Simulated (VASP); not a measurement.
The system is CdS (Hawleyite).

```xyz
2
Lattice="0.0000 2.9165 2.9165 2.9165 0.0000 2.9165 2.9165 2.9165 0.0000" Properties=species:S:1:pos:R:3 pbc="T T T"
Cd    0.0000    0.0000    0.0000
S     1.4583    1.4583    1.4583
```

Base run:

| Property | Result |
| --- | --- |
| Program | VASP 6.6.1 |
| Functional | PBEsol |
| Potentials or basis | VASP PAW PBE potentials, release 64 (Cd, S) |
| Cutoff | 520 eV |
| k mesh | 6 × 6 × 6 |
| Occupations | methfessel-paxton, width 0.1 eV |
| Spin | no spin polarisation |

Its results: band gap on the k mesh 1.01 eV, direct; pressure 0.1 GPa.

**Question.** After a change of settings the same cell gave: band gap on the k mesh 0.84 eV, direct; pressure 3.6 GPa. Which change was it?
A. k mesh from 6 × 6 × 6 to 2 × 2 × 2
B. k mesh from 6 × 6 × 6 to 4 × 4 × 4; further incar settings from ALGO = Normal; EDIFF = 1e-06; NBANDS = 16 to ALGO = Normal; EDIFF = 1e-07; NBANDS = 16
C. k mesh from 6 × 6 × 6 to 8 × 8 × 8

**Answer.** A.

Caveats: some runs use coarse meshes; the PAW data sets were made with another functional, which shifts forces and pressure a little.
